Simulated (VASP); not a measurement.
Wanted: the native input for a VASP 6.6.1 run.

```yaml
Task: relaxation of cell and atoms
Functional: PBE
Potentials_or_basis: VASP PAW PBE potentials, release 64 (Ir, C)
Cutoff: 600 eV
k_mesh: 16 × 16 × 16
Occupations: fermi-dirac, width 0.08 eV
Spin: no spin polarisation
Dipole_correction: no
Further_INCAR_settings: ALGO = Normal; EDIFF = 1e-07; IBRION = 2; EDIFFG = -0.005; NSW = 60; ISIF = 3
```

The structure of IrC (zincblende type) lies in POSCAR:

```
IrC
1.0
    0.0000000000      2.3218500048      2.3218500048
    2.3218500048      0.0000000000      2.3218500048
    2.3218500048      2.3218500048      0.0000000000
Ir C
1 1
Direct
    0.0000000000      0.0000000000      0.0000000000
    0.2500000000      0.2500000000      0.2500000000
```

These files were run (other wordings do the same):

INCAR

```
PREC = Accurate ; ENCUT = 600
EDIFF = 1E-7 ; ISMEAR = -1
SIGMA = 0.08 ; LREAL = False
LASPH = True ; NELM = 80
ALGO = Normal ; ISIF = 3
LWAVE = False ; LCHARG = False
GGA = PE ; IBRION = 2
NSW = 60 ; EDIFFG = -0.005
```

KPOINTS

```
Automatic mesh
0
Gamma
  16 16 16
```

Potentials or basis: VASP PAW PBE potentials, release 64 (Ir, C).

Run with:

```console
$ cat potpaw_PBE.64/Ir/POTCAR potpaw_PBE.64/C/POTCAR > POTCAR
$ mpirun -np 1 vasp_std > vasp.out
```

It gave:

```
Relaxed volume                        : 12.42 Å³/atom
Relaxed cell                          : a = 3.275 Å, b = 3.275 Å, c = 3.275 Å, α = 60.00°, β = 60.00°, γ = 60.00°
Space group after relaxing (to 0.1 Å) : F-43m (No. 216)
Energy gained by relaxing             : 0.7 meV/atom
Ionic steps                           : 3
Pressure after relaxing               : 0.0 GPa
Band gap on the k mesh                : zero (an odd number of electrons rules out a gap without spin polarisation)
```

Caveat: spin-orbit coupling is left out, which moves the levels of the heavy elements.

It took 110 s on 1 thread of Oxide Virtual Turin-like Processor, on a shared host, peak memory 0.18 GiB.
